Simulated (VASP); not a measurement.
# Ta (Im-3m) in VASP: a series of runs, part 2 of 2

VASP 6.6.1. The steps go on from the part before.

## 4. Single point, r2SCAN

This run uses another cell than the first one, of 17.23 Å³/atom.

File POSCAR:

```
Ta
1.0
   -1.6271813121      1.6271813121      1.6271813121
    1.6271813121     -1.6271813121      1.6271813121
    1.6271813121      1.6271813121     -1.6271813121
Ta
1
Direct
    0.0000000000      0.0000000000      0.0000000000
```

File INCAR.step1:

```
  ALGO = Normal
  EDIFF = 1E-4
  ENCUT = 520
  GGA = PE
  ISMEAR = 0
  LASPH = True
  LCHARG = False
  LREAL = False
  LWAVE = True
  NBANDS = 12
  NELM = 60
  PREC = Accurate
  SIGMA = 0.1
```

File INCAR.step2:

```
  ALGO = Normal
  EDIFF = 1E-6
  ENCUT = 520
  ISIF = 2
  ISMEAR = 0
  ISTART = 1
  LASPH = True
  LCHARG = False
  LMIXTAU = True
  LREAL = False
  LWAVE = False
  METAGGA = R2SCAN
  NBANDS = 12
  NELM = 60
  PREC = Accurate
  SIGMA = 0.1
```

File KPOINTS:

```
k-points
0
Gamma
  18 18 18
```

Potentials or basis: VASP PAW PBE potentials, release 64 (Ta_pv).

Started as:

```console
cat potpaw_PBE.64/Ta_pv/POTCAR > POTCAR
cp INCAR.step1 INCAR
mpirun -np 1 vasp_std > vasp.out
cp INCAR.step2 INCAR
mpirun -np 1 vasp_std > vasp.out
```

OUTCAR:

```text
EDIFF = 1E-6
   ENCUT = 520
   ISIF = 2
   ISMEAR = 0
   ISTART = 1
   LASPH = True
   LREAL = False
   METAGGA = R2SCAN
   NELM = 60
   PREC = Accurate

 ion  position               nearest neighbor table
   1  0.000  0.000  0.000-

  LATTYP: Found a body centered cubic cell.
 ALAT       =     3.2543626242

  Lattice vectors:

 A1 = (  -1.6271813121,   1.6271813121,   1.6271813121)
 A2 = (   1.6271813121,  -1.6271813121,   1.6271813121)
 A3 = (   1.6271813121,   1.6271813121,  -1.6271813121)

Analysis of symmetry for initial positions (statically):
=====================================================================
 Subroutine PRICEL returns:
 Original cell was already a primitive cell.

 Routine SETGRP: Setting up the symmetry group for a
 body centered cubic supercell.

 Subroutine GETGRP returns: Found 48 space group operations
 (whereof 48 operations were pure point group operations)
 out of a pool of 48 trial point group operations.

The static configuration has the point symmetry O_h .

Analysis of symmetry for dynamics (positions and initial velocities):
=====================================================================
 Subroutine PRICEL returns:
 Original cell was already a primitive cell.

 Routine SETGRP: Setting up the symmetry group for a
 body centered cubic supercell.

 Subroutine GETGRP returns: Found 48 space group operations
 (whereof 48 operations were pure point group operations)
 out of a pool of 48 trial point group operations.

The dynamic configuration has the point symmetry O_h .

 Subroutine INISYM returns: Found 48 space group operations
 (whereof 48 operations are pure point group operations),
 and found     1 'primitive' translations

----------------------------------------------------------------------------------------

                                     Primitive cell

  volume of cell :      17.2333

  direct lattice vectors                    reciprocal lattice vectors
    -1.627181312  1.627181312  1.627181312     0.000000000  0.307279832  0.307279832
     1.627181312 -1.627181312  1.627181312     0.307279832  0.000000000  0.307279832
     1.627181312  1.627181312 -1.627181312     0.307279832  0.307279832  0.000000000

  length of vectors
     2.818360706  2.818360706  2.818360706     0.434559306  0.434559306  0.434559306

  position of ions in fractional coordinates (direct lattice)
     0.000000000  0.000000000  0.000000000

  ion indices of the primitive-cell ions
   primitive index   ion index
                 1           1

----------------------------------------------------------------------------------------

 KPOINTS: k-points

Automatic generation of k-mesh.
 Grid dimensions read from file:
 generate k-points for:   18   18   18

 Generating k-lattice:

  Cartesian coordinates                     Fractional coordinates (reciprocal lattice)
     0.000000000  0.017071102  0.017071102     0.055555556  0.000000000  0.000000000
     0.017071102  0.000000000  0.017071102     0.000000000  0.055555556  0.000000000
     0.017071102  0.017071102  0.000000000     0.000000000  0.000000000  0.055555556

  Length of vectors
     0.024142184  0.024142184  0.024142184

  Shift w.r.t. Gamma in fractional coordinates (k-lattice)
     0.000000000  0.000000000  0.000000000

 Subroutine IBZKPT returns following result:
 ===========================================

 Found    195 irreducible k-points:

 Following reciprocal coordinates:
            Coordinates               Weight
  0.000000  0.000000  0.000000      1.000000
  0.055556  0.000000  0.000000     12.000000
  0.111111  0.000000  0.000000     12.000000
  0.166667  0.000000  0.000000     12.000000
  0.222222  0.000000  0.000000     12.000000
  0.277778  0.000000  0.000000     12.000000
[... 16 lines left out ...]
  0.333333  0.111111 -0.000000     48.000000
  0.388889  0.111111 -0.000000     48.000000
 [... further k-points ...]
   k-points           NKPTS =    195   k-points in BZ     NKDIM =    195   number of bands    NBANDS=     12
   number of dos      NEDOS =    301   number of ions     NIONS =      1
   total plane-waves  NPLWV =  13824
   dimension x,y,z NGX =    24 NGY =   24 NGZ =   24
   dimension x,y,z NGXF=    48 NGYF=   48 NGZF=   48
   ions per type =               1
   NGX,Y,Z   is equivalent  to a cutoff of  14.16, 14.16, 14.16 a.u.
   NGXF,Y,Z  is equivalent  to a cutoff of  28.31, 28.31, 28.31 a.u.
 SYSTEM =  unknown system
   PREC   = accura    normal or accurate (medium, high low for compatibility)
   ISTART =      1    job   : 0-new  1-cont  2-samecut
   ICHARG =      0    charge: 1-file 2-atom 10-const
   ISPIN  =      1    spin polarized calculation?
   LNONCOLLINEAR =      F non collinear calculations
   LSORBIT =      F    spin-orbit coupling
   LASPH  =      T    aspherical Exc in radial PAW
   ENCUT  =  520.0 eV  38.22 Ry    6.18 a.u.   5.24  5.24  5.24*2*pi/ulx,y,z
   NELM   =     60;   NELMIN=  2; NELMDL=  0     # of ELM steps
   EDIFF  = 0.1E-05   stopping-criterion for ELM
   LREAL  =      F    real-space projection
   EDIFFG = 0.1E-04   stopping-criterion for IOM
   NSW    =      0    number of steps for IOM
   IBRION =     -1    ionic relax: 0-MD 1-quasi-New 2-CG
   NFREE  =      0    steps in history (QN), initial steepest desc. (CG)
   ISIF   =      2    stress and relaxation
   ISYM   =      2    0-nonsym 1-usesym 2-fastsym
   POTIM  = 0.5000    time-step for ionic-motion
   TEBEG  =    0.0;   TEEND  =   0.0 temperature during run
   PSTRESS=    0.0 pullay stress
   NELECT =      11.0000    total number of electrons
   NUPDOWN=      -1.0000    fix difference up-down
   EMIN   =  10.00;   EMAX   =-10.00  energy-range for DOS
   EFERMI =   0.00;   METHOD = LEGACY
   ISMEAR =     0;   SIGMA  =   0.10  broadening in eV -4-tet -1-fermi 0-gaus
   EFERMI_NEDOS =   21; number of points for ismear=-14 and -15
   IALGO  =     38    algorithm
   IMIX   =      4    mixing-type and parameters
     AMIX     =   0.40;   BMIX     =  1.00
     AMIX_MAG =   1.60;   BMIX_MAG =  1.00
  volume/ion in A,a.u.               =      17.23       116.30
  Fermi-wavevector in a.u.,A,eV,Ry     =   1.409559  2.663679 27.032807  1.986855
  Thomas-Fermi vector in A             =   2.531602
   LORBIT       =      0    0 simple, 1 ext, 2 COOP (PROOUT), +10 PAW based schemes
   METAGGA = R2SCAN    functional components
   LHFCALC =     F    Hartree Fock is set to
   AEXX    =    0.0000 exact exchange contribution
   IVDW    =     0    specifies the selected vdW correction
   LEPSILON=     F    determine dielectric tensor
   LRPA    =     F    only Hartree local field effects (RPA)
 non-spin polarized calculation
 Gauss-broadening in eV      SIGMA  =   0.10
  energy-cutoff  :      520.00
  volume of cell :       17.23
 maximum number of plane-waves:       478
 NGX is ok and might be reduce to    24
   NGX = 11   NGY = 11   NGZ = 11

 number of electron      11.0000000 magnetization

 Free energy of the ion-electron system (eV)
  ---------------------------------------------------
  ext. energy  EPLUGINS =         0.00000000
  ---------------------------------------------------
  free energy    TOTEN  =       -48.55456014 eV

  energy without entropy =      -48.54912344  energy(sigma->0) =      -48.55184179

 E-fermi :   5.6969     XC(G=0): -14.0297

 val. band max:        5.6900310623   @ k =   0.3333   0.0000   0.0000
 cond. band min:       5.7041870516   @ k =  -0.2778   0.3889   0.1111
 fundamental gap:      0.0141559893
 Fermi energy:         5.6968700406

 k-point     1 :       0.0000    0.0000    0.0000
  band No.  band energies     occupation
      1     -28.3464      2.00000
      2     -28.3464      2.00000
      3     -28.3464      2.00000
      4      -2.8089      2.00000
      5       6.5273      0.00000
      6       6.5273      0.00000
      7       6.5273      0.00000
      8      10.1757      0.00000
      9      10.1757      0.00000
     10      18.0140      0.00000
     11      21.6787      0.00000
     12      21.6787      0.00000
[... 331 lines left out ...]
 k-point    24 :       0.3889    0.1111   -0.0000
  band No.  band energies     occupation
      1     -29.6838      2.00000
      2     -28.8389      2.00000
      3     -28.4199      2.00000
      4       1.3568      2.00000
      5       4.1108      2.00000
      6       6.3927      0.00000
      7       9.9048      0.00000
      8      11.3414      0.00000
      9      14.3287      0.00000
     10      18.0039      0.00000
     11      18.5242      0.00000
     12      19.6635      0.00000

 [... further k-points ...]
[... 5 lines left out ...]
  --------------------------------------------------------------------------------------
  -------------------------------------------------------------------------------------
  Total        1.1710020      1.1710020      1.1710020      0.0000000     -0.0000000     -0.0000000
  in kB      108.8680329    108.8680329    108.8680329      0.0000000     -0.0000000     -0.0000000
  external PRESSURE =     108.8680329 kB  Pullay stress =       0.0000000 kB

 VOLUME and BASIS-vectors are now :
 -----------------------------------------------------------------------------
  energy-cutoff  :      520.00
  volume of cell :       17.23
      direct lattice vectors                 reciprocal lattice vectors
    -1.627181312  1.627181312  1.627181312     0.000000000  0.307279832  0.307279832
     1.627181312 -1.627181312  1.627181312     0.307279832  0.000000000  0.307279832
     1.627181312  1.627181312 -1.627181312     0.307279832  0.307279832  0.000000000

 POSITION                                       TOTAL-FORCE (eV/Angst)
 -----------------------------------------------------------------------------------
      0.00000      0.00000      0.00000         0.000000      0.000000     -0.000000
 -----------------------------------------------------------------------------------
    total drift:                                0.000000      0.000000     -0.000000

  FREE ENERGIE OF THE ION-ELECTRON SYSTEM (eV)
  ---------------------------------------------------
  free  energy   TOTEN  =       -48.5545601442 eV

  energy  without entropy=      -48.5491234365  energy(sigma->0) =      -48.55184179
```

OUTCAR.step1:

```text
EDIFF = 1E-4
   ENCUT = 520
   GGA = PE
   ISMEAR = 0
   LASPH = True
   LREAL = False
[... 575 lines left out ...]

 POSITION                                       TOTAL-FORCE (eV/Angst)
 -----------------------------------------------------------------------------------
      0.00000      0.00000      0.00000        -0.000000      0.000000      0.000000
 -----------------------------------------------------------------------------------
    total drift:                                0.000000      0.000000     -0.000000

  FREE ENERGIE OF THE ION-ELECTRON SYSTEM (eV)
  ---------------------------------------------------
  free  energy   TOTEN  =       -11.7754452114 eV

  energy  without entropy=      -11.7697326500  energy(sigma->0) =      -11.77258893
```

Wall time 2.2 min (1 thread of Intel Xeon 8259CL, shared host); peak memory 0.17 GiB.

Results:

```
Free energy            : -48.5546 eV
Pressure               : 10.9 GPa
Band gap on the k mesh : zero (an odd number of electrons rules out a gap without spin polarisation)
```

Caveat: the cell stands under pressure; the PAW data sets were made with another functional, which shifts forces and pressure a little; spin-orbit coupling is left out, which moves the levels of the heavy elements.

## 5. Single point, r2SCAN

This run uses another cell than the first one, of 17.62 Å³/atom.

File POSCAR:

```
Ta
1.0
   -1.6391942447      1.6391942447      1.6391942447
    1.6391942447     -1.6391942447      1.6391942447
    1.6391942447      1.6391942447     -1.6391942447
Ta
1
Direct
    0.0000000000      0.0000000000      0.0000000000
```

File INCAR.step1:

```
SYSTEM = Ta
PREC = Accurate ; ENCUT = 520
ISMEAR = 0 ; SIGMA = 0.1
LREAL = .False. ; LASPH = .True.
NELM = 100 ; NBANDS = 12
GGA = PE ; ALGO = Normal
EDIFF = 1E-4 ; LWAVE = .True.
LCHARG = .False.
```

File INCAR.step2:

```
SYSTEM = Ta
PREC = Accurate ; ENCUT = 520
EDIFF = 1E-6 ; ISMEAR = 0
SIGMA = 0.1 ; LREAL = .False.
LASPH = .True. ; NELM = 100
ALGO = Normal ; ISIF = 2
LWAVE = .False. ; LCHARG = .False.
METAGGA = R2SCAN ; LMIXTAU = .True.
NBANDS = 12 ; ISTART = 1
```

File KPOINTS:

```
regular mesh
0
Gamma
  18 18 18
  0 0 0
```

Started as:

```console
cat potpaw_PBE.64/Ta_pv/POTCAR > POTCAR
cp INCAR.step1 INCAR
mpirun -np 1 vasp_std > vasp.out
cp INCAR.step2 INCAR
mpirun -np 1 vasp_std > vasp.out
```

It took 1.9 min on 1 thread of Intel Xeon 8259CL, shared host; peak memory 0.17 GiB.

It converged, with:

```yaml
Free_energy: -48.5745 eV
Pressure: 5.8 GPa
Band_gap_on_the_k_mesh: zero (an odd number of electrons rules out a gap without spin polarisation)
```

Levels at points of the mesh, in eV from the Fermi level:
```tsv
k point	band 3	band 4	band 5	band 6	band 7	band 8
(0.00, 0.00, 0.00)	-34.13	-8.42	0.84	0.84	0.84	4.40
(0.50, 0.00, 0.00)	-34.14	-4.67	-1.64	1.57	4.29	5.38
(0.50, 0.50, 0.50)	-35.05	-4.09	-4.09	7.29	7.29	7.29
```

Caveat: the cell stands under pressure; the PAW data sets were made with another functional, which shifts forces and pressure a little; spin-orbit coupling is left out, which moves the levels of the heavy elements.

## 6. Summary

| cell | gap on the mesh (eV) | pressure (GPa) |
| --- | --- | --- |
| a = 2.723 Å, angles 109.5°, 1 atom | none | 41.2 |
| a = 2.782 Å, angles 109.5°, 1 atom | none | 21.0 |
| a = 2.818 Å, angles 109.5°, 1 atom | none | 10.9 |
| a = 2.839 Å, angles 109.5°, 1 atom | none | 5.8 |

Alike in all rows: task single point; level r2SCAN; potentials or basis VASP PAW PBE potentials, release 64 (Ta_pv); no spin polarisation; k mesh 18 × 18 × 18; cutoff (eV) 520; smearing gaussian 0.1 eV.

Caveats: the cell stands under pressure; the PAW data sets were made with another functional, which shifts forces and pressure a little; spin-orbit coupling is left out, which moves the levels of the heavy elements.

Absolute energies hang on the potentials; compare differences alone.
